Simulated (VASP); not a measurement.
Input of a VASP 6.6.1 run:

Contents of INCAR:

```
ALGO     = Normal         # electronic algorithm
EDIFF    = 1E-6           # SCF threshold, eV
ENCUT    = 520            # plane-wave cutoff, eV
GGA      = CA             # functional
ISIF     = 2              # what is computed and relaxed
ISMEAR   = -1             # smearing method
LASPH    = True           # aspherical terms in the spheres
LCHARG   = False          # write CHGCAR
LREAL    = False          # projectors in reciprocal space
LWAVE    = False          # write WAVECAR
NBANDS   = 26             # bands
NELM     = 100            # most SCF steps
PREC     = Accurate       # precision mode
SIGMA    = 0.08           # smearing width, eV
```

Contents of KPOINTS:

```
k-points
0
Gamma
  10 10 10
```

Contents of POSCAR:

```
La3Mg
1.0
   -2.4492289083      2.4492289083      4.9985276536
    2.4492289083     -2.4492289083      4.9985276536
    2.4492289083      2.4492289083     -4.9985276536
La Mg
3 1
Direct
    0.5000000000      0.5000000000      0.0000000000
    0.2500000000      0.7500000000      0.5000000000
    0.7500000000      0.2500000000      0.5000000000
    0.0000000000      0.0000000000      0.0000000000
```

Potentials or basis: VASP PAW LDA potentials, release 64 (La, Mg).

The run is started by

```sh
$ cat potpaw_LDA.64/La/POTCAR potpaw_LDA.64/Mg/POTCAR > POTCAR
$ mpirun -np 1 vasp_std > vasp.out
```

Predict the pressure.

-0.2 GPa.

Stress tensor (GPa, compression positive):
```
-0.18  0.00  0.00
 0.00 -0.18  0.00
 0.00  0.00 -0.26
```
